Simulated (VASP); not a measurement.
# Ca (I4/mmm) in VASP: a series of runs

The runs below take Ca through single point, with PBEsol.

Program: VASP 6.6.1. These are calculated values, not measurements. Logs are shortened: lines on timing, memory, paths and dates and some standing lists are left out, and cuts for length are marked.

### Step 1. The cell of the first run

The structure is tetragonal, space group I4/mmm (No. 139). Conventional cell: a = 3.952 Å, b = 3.952 Å, c = 5.030 Å, α = 90.00°, β = 90.00°, γ = 90.00°. Ca (site symmetry 4/mmm) has 14 Ca at 3.76 to 5.03 Å within 5.1 Å.

### Step 2. Single point, PBEsol (strain -0.1000 x Voigt [1, 0, 0, 0, 0, 0])

File INCAR:

```
SYSTEM = Ca
ALGO = Fast
EDIFF = 1E-7
ENCUT = 520
GGA = PS
ISIF = 2
ISMEAR = 0
LASPH = .True.
LCHARG = .False.
LREAL = .False.
LWAVE = .False.
NBANDS = 11
NELM = 80
PREC = Accurate
SIGMA = 0.15
```

File KPOINTS:

```
k-points
0
Gamma
  14 14 14
  0 0 0
```

File POSCAR:

```
Ca
1.0
    0.0000000000      2.7942000000      2.7942000000
    2.5147800000      0.0000000000      2.7942000000
    2.5147800000      2.7942000000      0.0000000000
Ca
1
Direct
    0.0000000000      0.0000000000      0.0000000000
```

Potentials or basis: VASP PAW PBE potentials, release 64 (Ca_sv).

Started as:

```sh
$ cat potpaw_PBE.64/Ca_sv/POTCAR > POTCAR
$ mpirun -np 1 vasp_std > vasp.out
```

OUTCAR:

```text
SYSTEM = Ca
   EDIFF = 1E-7
   ENCUT = 520
   GGA = PS
   ISIF = 2
   ISMEAR = 0
   LASPH = .True.
   LREAL = .False.
   NELM = 80
   PREC = Accurate

 ion  position               nearest neighbor table
   1  0.000  0.000  0.000-

  LATTYP: Found a body centered tetragonal cell.
 ALAT       =     3.9515955360
 C/A-ratio  =     1.2727922061

  Lattice vectors:

 A1 = (  -2.5147800000,   0.0000000000,  -2.7942000000)
 A2 = (  -2.5147800000,   0.0000000000,   2.7942000000)
 A3 = (   2.5147800000,   2.7942000000,   0.0000000000)

Analysis of symmetry for initial positions (statically):
=====================================================================
 Subroutine PRICEL returns:
 Original cell was already a primitive cell.

 Routine SETGRP: Setting up the symmetry group for a
 body centered tetragonal supercell.

 Subroutine GETGRP returns: Found 16 space group operations
 (whereof 16 operations were pure point group operations)
 out of a pool of 16 trial point group operations.

The static configuration has the point symmetry D_4h.

Analysis of symmetry for dynamics (positions and initial velocities):
=====================================================================
 Subroutine PRICEL returns:
 Original cell was already a primitive cell.

 Routine SETGRP: Setting up the symmetry group for a
 body centered tetragonal supercell.

 Subroutine GETGRP returns: Found 16 space group operations
 (whereof 16 operations were pure point group operations)
 out of a pool of 16 trial point group operations.

The dynamic configuration has the point symmetry D_4h.

 Subroutine INISYM returns: Found 16 space group operations
 (whereof 16 operations are pure point group operations),
 and found     1 'primitive' translations

----------------------------------------------------------------------------------------

                                     Primitive cell

  volume of cell :      39.2686

  direct lattice vectors                    reciprocal lattice vectors
     0.000000000  2.794200000  2.794200000    -0.198824549  0.178942094  0.178942094
     2.514780000  0.000000000  2.794200000     0.198824549 -0.178942094  0.178942094
     2.514780000  2.794200000  0.000000000     0.198824549  0.178942094 -0.178942094

  length of vectors
     3.951595536  3.759211631  3.759211631     0.321825648  0.321825648  0.321825648

  position of ions in fractional coordinates (direct lattice)
     0.000000000  0.000000000  0.000000000

  ion indices of the primitive-cell ions
   primitive index   ion index
                 1           1

----------------------------------------------------------------------------------------

 KPOINTS: k-points

Automatic generation of k-mesh.
 Grid dimensions read from file:
 generate k-points for:   14   14   14

 Generating k-lattice:

  Cartesian coordinates                     Fractional coordinates (reciprocal lattice)
    -0.014201754  0.012781578  0.012781578     0.071428571  0.000000000  0.000000000
     0.014201754 -0.012781578  0.012781578     0.000000000  0.071428571  0.000000000
     0.014201754  0.012781578 -0.012781578     0.000000000  0.000000000  0.071428571

  Length of vectors
     0.022987546  0.022987546  0.022987546

  Shift w.r.t. Gamma in fractional coordinates (k-lattice)
     0.000000000  0.000000000  0.000000000

 Subroutine IBZKPT returns following result:
 ===========================================

 Found    244 irreducible k-points:

 Following reciprocal coordinates:
            Coordinates               Weight
  0.000000  0.000000  0.000000      1.000000
  0.071429  0.000000  0.000000      8.000000
  0.142857  0.000000  0.000000      8.000000
  0.214286  0.000000  0.000000      8.000000
  0.285714 -0.000000 -0.000000      8.000000
  0.357143 -0.000000 -0.000000      8.000000
[... 16 lines left out ...]
  0.214286  0.142857 -0.000000     16.000000
  0.285714  0.142857 -0.000000     16.000000
 [... further k-points ...]
   k-points           NKPTS =    244   k-points in BZ     NKDIM =    244   number of bands    NBANDS=     11
   number of dos      NEDOS =    301   number of ions     NIONS =      1
   total plane-waves  NPLWV =  23520
   dimension x,y,z NGX =    30 NGY =   28 NGZ =   28
   dimension x,y,z NGXF=    60 NGYF=   56 NGZF=   56
   ions per type =               1
   NGX,Y,Z   is equivalent  to a cutoff of  12.62, 12.38, 12.38 a.u.
   NGXF,Y,Z  is equivalent  to a cutoff of  25.24, 24.77, 24.77 a.u.
 SYSTEM =  Ca
   PREC   = accura    normal or accurate (medium, high low for compatibility)
   ISTART =      0    job   : 0-new  1-cont  2-samecut
   ICHARG =      2    charge: 1-file 2-atom 10-const
   ISPIN  =      1    spin polarized calculation?
   LNONCOLLINEAR =      F non collinear calculations
   LSORBIT =      F    spin-orbit coupling
   LASPH  =      T    aspherical Exc in radial PAW
   ENCUT  =  520.0 eV  38.22 Ry    6.18 a.u.   7.35  6.99  6.99*2*pi/ulx,y,z
[... 59 lines left out ...]
  band No.  band energies     occupation
      1     -39.4935      2.00000
      2     -20.4778      2.00000
      3     -20.4778      2.00000
      4     -20.4668      2.00000
      5      -1.9806      2.00000
      6       4.4818      0.00000
      7       4.4818      0.00000
      8       4.9473      0.00000
      9       5.4261      0.00000
     10       6.0159      0.00000
     11      11.7290      0.00000

 k-point     2 :       0.0714    0.0000    0.0000
  band No.  band energies     occupation
      1     -39.4926      2.00000
      2     -20.4849      2.00000
      3     -20.4797      2.00000
      4     -20.4697      2.00000
      5      -1.8870      2.00000
      6       4.4314      0.00000
      7       4.5130      0.00000
      8       4.9305      0.00000
      9       5.4074      0.00000
     10       5.9744      0.00000
     11      11.8485      0.00000

 k-point     3 :       0.1429    0.0000    0.0000
  band No.  band energies     occupation
      1     -39.4898      2.00000
      2     -20.5096      2.00000
      3     -20.4851      2.00000
      4     -20.4727      2.00000
      5      -1.6115      2.00000
      6       4.2211      0.00000
      7       4.5655      0.00000
      8       4.9533      0.00000
      9       5.4048      0.00000
     10       5.8840      0.00000
     11      11.7901      0.00000

 k-point     4 :       0.2143    0.0000    0.0000
  band No.  band energies     occupation
      1     -39.4858      2.00000
      2     -20.5467      2.00000
      3     -20.4928      2.00000
      4     -20.4754      2.00000
      5      -1.1703      2.00000
      6       3.8586      0.00000
      7       4.5399      0.00000
      8       5.0129      0.00000
      9       5.5426      0.00000
     10       5.8359      0.00000
     11      10.6800      0.00000

 k-point     5 :       0.2857   -0.0000   -0.0000
  band No.  band energies     occupation
      1     -39.4814      2.00000
      2     -20.5878      2.00000
      3     -20.5014      2.00000
      4     -20.4781      2.00000
      5      -0.5918      2.00000
      6       3.4196      0.00000
      7       4.4238      0.00000
      8       5.0046      0.00000
      9       5.8464      0.00000
     10       5.9255      0.00000
     11       9.5836      0.00000
[... 211 lines left out ...]
 k-point    21 :      -0.0714    0.0714    0.0000
  band No.  band energies     occupation
      1     -39.4909      2.00000
      2     -20.4980      2.00000
      3     -20.4842      2.00000
      4     -20.4722      2.00000
      5      -1.7240      2.00000
      6       4.3346      0.00000
      7       4.5523      0.00000
      8       4.8961      0.00000
      9       5.4209      0.00000
     10       5.9093      0.00000
     11      11.9853      0.00000

 k-point    22 :       0.1429    0.1429    0.0000
  band No.  band energies     occupation
      1     -39.4890      2.00000
      2     -20.5116      2.00000
      3     -20.4849      2.00000
      4     -20.4807      2.00000
      5      -1.5251      2.00000
      6       4.0844      0.00000
      7       4.7494      0.00000
      8       5.0425      0.00000
      9       5.1023      0.00000
     10       5.9838      0.00000
     11      12.3473      0.00000

 k-point    23 :       0.2143    0.1429   -0.0000
  band No.  band energies     occupation
      1     -39.4863      2.00000
      2     -20.5340      2.00000
      3     -20.4902      2.00000
      4     -20.4866      2.00000
      5      -1.2174      2.00000
      6       3.8803      0.00000
      7       4.6755      0.00000
      8       5.0198      0.00000
      9       5.2080      0.00000
     10       6.0164      0.00000
     11      11.7571      0.00000

 k-point    24 :       0.2857    0.1429   -0.0000
  band No.  band energies     occupation
      1     -39.4825      2.00000
      2     -20.5652      2.00000
      3     -20.4993      2.00000
      4     -20.4911      2.00000
      5      -0.7535      2.00000
      6       3.6086      0.00000
      7       4.3829      0.00000
      8       5.1108      0.00000
      9       5.4464      0.00000
     10       6.1092      0.00000
     11      10.5535      0.00000

 [... further k-points ...]

------------------------ aborting loop because EDIFF is reached ----------------------------------------

  FORCE on cell =-STRESS in cart. coord.  units (eV):
  Direction    XX          YY          ZZ          XY          YZ          ZX
  --------------------------------------------------------------------------------------
  -------------------------------------------------------------------------------------
  Total        0.2169343      0.1161637      0.1161637      0.0000000      0.0000000      0.0000000
  in kB        8.8510321      4.7395399      4.7395399      0.0000000      0.0000000      0.0000000
  external PRESSURE =       6.1100373 kB  Pullay stress =       0.0000000 kB

 VOLUME and BASIS-vectors are now :
 -----------------------------------------------------------------------------
  energy-cutoff  :      520.00
  volume of cell :       39.27
      direct lattice vectors                 reciprocal lattice vectors
     0.000000000  2.794200000  2.794200000    -0.198824549  0.178942094  0.178942094
     2.514780000  0.000000000  2.794200000     0.198824549 -0.178942094  0.178942094
     2.514780000  2.794200000  0.000000000     0.198824549  0.178942094 -0.178942094

 POSITION                                       TOTAL-FORCE (eV/Angst)
 -----------------------------------------------------------------------------------
      0.00000      0.00000      0.00000         0.000000     -0.000000     -0.000000
 -----------------------------------------------------------------------------------
    total drift:                               -0.000000     -0.000000      0.000000

  FREE ENERGIE OF THE ION-ELECTRON SYSTEM (eV)
  ---------------------------------------------------
  free  energy   TOTEN  =        -2.1340642577 eV

  energy  without entropy=       -2.1190916603  energy(sigma->0) =       -2.12657796
```

Run time: 99 s. Hardware: 1 thread of Intel Xeon Platinum 8488C (Sapphire Rapids), shared host; peak memory 0.23 GiB.

What came out:

* Free energy: -2.1341 eV
* Pressure: 0.6 GPa
* Band gap on the k mesh: zero (bands 5 and 6 overlap by 0.23 eV)

Stress tensor (GPa, compression positive):
```
0.89 0.00 0.00
0.00 0.47 0.00
0.00 0.00 0.47
```

Caveat: the cell differs from its parent crystal (strain -0.1000 x Voigt [1, 0, 0, 0, 0, 0]); the PAW data sets were made with another functional, which shifts forces and pressure a little.

### Step 3. Single point, PBEsol (strain -0.0750 x Voigt [1, 0, 0, 0, 0, 0])

File INCAR:

```
ALGO     = Normal         # electronic algorithm
EDIFF    = 1E-6           # SCF threshold, eV
ENCUT    = 520            # plane-wave cutoff, eV
GGA      = PS             # functional
ISIF     = 2              # what is computed and relaxed
ISMEAR   = 0              # smearing method
LASPH    = True           # aspherical terms in the spheres
LCHARG   = True           # write CHGCAR
LELF     = True           # ELF
LREAL    = False          # projectors in reciprocal space
LVHAR    = True         
LWAVE    = False          # write WAVECAR
NBANDS   = 11             # bands
NELM     = 80             # most SCF steps
PREC     = Accurate       # precision mode
SIGMA    = 0.15           # smearing width, eV
```

File KPOINTS:

```
k-points
0
Gamma
  14 14 14
```

File POSCAR:

```
Ca
1.0
    0.0000000000      2.7942000000      2.7942000000
    2.5846350000      0.0000000000      2.7942000000
    2.5846350000      2.7942000000      0.0000000000
Ca
1
Direct
    0.0000000000      0.0000000000      0.0000000000
```

Potentials or basis: VASP PAW PBE potentials, release 64 (Ca_sv).

Started as:

```sh
$ cat potpaw_PBE.64/Ca_sv/POTCAR > POTCAR
$ mpirun -np 1 vasp_std > vasp.out
```

It took 62 s on 1 thread of Intel Xeon Platinum 8488C (Sapphire Rapids), shared host; peak memory 0.24 GiB.

The run converged. Its results:

- Free energy: -2.1385 eV
- Pressure: 0.1 GPa
- Band gap on the k mesh: zero (bands 5 and 6 overlap by 0.27 eV)

Stress tensor (GPa, compression positive):
```
 0.34  0.00  0.00
 0.00 -0.04  0.00
 0.00  0.00 -0.04
```

Levels at points of the mesh, in eV from the Fermi level:
| k point | band 2 | band 3 | band 4 | band 5 | band 6 | band 7 | band 8 | band 9 |
| --- | --- | --- | --- | --- | --- | --- | --- | --- |
| (0.00, 0.00, 0.00) | -22.73 | -22.73 | -22.72 | -4.11 | 2.29 | 2.29 | 2.63 | 3.27 |
| (0.50, 0.00, 0.00) | -22.89 | -22.76 | -22.74 | -1.02 | -0.11 | 2.04 | 2.50 | 4.14 |
| (0.50, 0.50, 0.00) | -22.88 | -22.79 | -22.77 | -0.59 | 0.63 | 0.79 | 4.20 | 4.29 |
| (0.00, 0.50, 0.50) | -22.88 | -22.80 | -22.80 | -0.36 | 0.41 | 1.61 | 4.23 | 4.45 |

Caveat: the cell differs from its parent crystal (strain -0.0750 x Voigt [1, 0, 0, 0, 0, 0]); the PAW data sets were made with another functional, which shifts forces and pressure a little.

### Step 4. Single point, PBEsol (strain -0.0500 x Voigt [1, 0, 0, 0, 0, 0])

File INCAR:

```
SYSTEM = Ca
  PREC = Accurate
  ENCUT = 520
  EDIFF = 1E-7
  ISMEAR = 0
  SIGMA = 0.15
  LREAL = .False.
  LASPH = .True.
  NELM = 60
  ALGO = Normal
  ISIF = 2
  LWAVE = .False.
  LCHARG = .False.
  GGA = PS
  NBANDS = 11
```

File KPOINTS:

```
regular mesh
0
Gamma
  14 14 14
  0 0 0
```

File POSCAR:

```
Ca
1.0
    0.0000000000      2.7942000000      2.7942000000
    2.6544900000      0.0000000000      2.7942000000
    2.6544900000      2.7942000000      0.0000000000
Ca
1
Direct
    0.0000000000      0.0000000000      0.0000000000
```

Started as:

```sh
$ cat potpaw_PBE.64/Ca_sv/POTCAR > POTCAR
$ mpirun -np 1 vasp_std > vasp.out
```

Run time: 81 s. Hardware: 1 thread of Intel Xeon Platinum 8488C (Sapphire Rapids), shared host; peak memory 0.25 GiB.

Results (log left out):

```
Free energy            : -2.1394 eV
Pressure               : -0.4 GPa
Band gap on the k mesh : zero (bands 5 and 6 overlap by 0.30 eV)
```

Stress tensor (GPa, compression positive):
```
-0.17  0.00  0.00
 0.00 -0.46  0.00
 0.00  0.00 -0.46
```

Levels at points of the mesh, in eV from the Fermi level:
```csv
k point,band 2,band 3,band 4,band 5,band 6,band 7,band 8,band 9
"(0.00, 0.00, 0.00)",-22.79,-22.79,-22.79,-4.06,2.28,2.28,2.51,3.30
"(0.50, 0.00, 0.00)",-22.94,-22.82,-22.80,-1.01,-0.14,2.09,2.39,4.09
"(0.50, 0.50, 0.00)",-22.93,-22.84,-22.83,-0.53,0.61,0.83,4.14,4.25
"(0.00, 0.50, 0.50)",-22.93,-22.85,-22.85,-0.38,0.48,1.35,4.14,4.35
```

Caveat: the cell differs from its parent crystal (strain -0.0500 x Voigt [1, 0, 0, 0, 0, 0]); the PAW data sets were made with another functional, which shifts forces and pressure a little.

### Step 5. Single point, PBEsol (strain +0.0750 x Voigt [1, 0, 0, 0, 0, 0])

File INCAR:

```
SYSTEM = Ca
PREC = Accurate ; ENCUT = 520
EDIFF = 1E-7 ; ISMEAR = 0
SIGMA = 0.15 ; LREAL = .FALSE.
LASPH = .TRUE. ; NELM = 100
ALGO = Normal ; ISIF = 2
LWAVE = .FALSE. ; LCHARG = .FALSE.
GGA = PS ; NBANDS = 11
```

File KPOINTS:

```
regular mesh
0
G
  14 14 14
  0 0 0
```

File POSCAR:

```
Ca
1.0
    0.0000000000      2.7942000000      2.7942000000
    3.0037650000      0.0000000000      2.7942000000
    3.0037650000      2.7942000000      0.0000000000
Ca
1
Direct
    0.0000000000      0.0000000000      0.0000000000
```

Started as:

```sh
$ cat potpaw_PBE.64/Ca_sv/POTCAR > POTCAR
$ mpirun -np 1 vasp_std > vasp.out
```

Run time: 95 s. Hardware: 1 thread of Intel Xeon Platinum 8488C (Sapphire Rapids), shared host; peak memory 0.27 GiB.

The run converged. Its results:

- Free energy: -2.0935 eV
- Pressure: -2.0 GPa
- Band gap on the k mesh: zero (bands 5 and 6 overlap by 0.46 eV)

Stress tensor (GPa, compression positive):
```
-2.53  0.00  0.00
 0.00 -1.81  0.00
 0.00  0.00 -1.81
```

Levels at points of the mesh, in eV from the Fermi level:
```csv
k point,band 1,band 2,band 3,band 4,band 5,band 6,band 7,band 8,band 9,band 10
"(0.00, 0.00, 0.00)",-42.10,-23.10,-23.10,-23.10,-3.84,1.99,2.30,2.30,2.91,3.31
"(0.50, 0.00, 0.00)",-42.09,-23.19,-23.12,-23.10,-0.96,-0.21,1.91,2.27,3.67,3.79
"(0.50, 0.50, 0.00)",-42.08,-23.19,-23.14,-23.13,-0.29,0.59,1.01,3.68,3.76,4.02
"(0.00, 0.50, 0.50)",-42.09,-23.18,-23.12,-23.12,-0.54,0.39,0.70,3.75,3.88,3.88
```

Caveat: the cell differs from its parent crystal (strain +0.0750 x Voigt [1, 0, 0, 0, 0, 0]); the PAW data sets were made with another functional, which shifts forces and pressure a little.

### Step 6. Overview

```csv
cell,gap on the mesh (eV),pressure (GPa)
"a = 3.952, b = 3.759, c = 3.759 Å, angles 63.4, 58.3, 58.3°, 1 atom",none,0.6
"a = 3.952, b = 3.806, c = 3.806 Å, angles 62.5, 58.7, 58.7°, 1 atom",none,0.1
"a = 3.952, b = 3.854, c = 3.854 Å, angles 61.7, 59.2, 59.2°, 1 atom",none,-0.4
"a = 3.952, b = 4.102, c = 4.102 Å, angles 57.6, 61.2, 61.2°, 1 atom",none,-2.0
```

Alike in all rows: task single point; level PBEsol; potentials or basis VASP PAW PBE potentials, release 64 (Ca_sv); no spin polarisation; k mesh 14 × 14 × 14; cutoff (eV) 520; smearing gaussian 0.15 eV.

Caveats: the PAW data sets were made with another functional, which shifts forces and pressure a little.

Absolute energies hang on the potentials; compare differences alone.
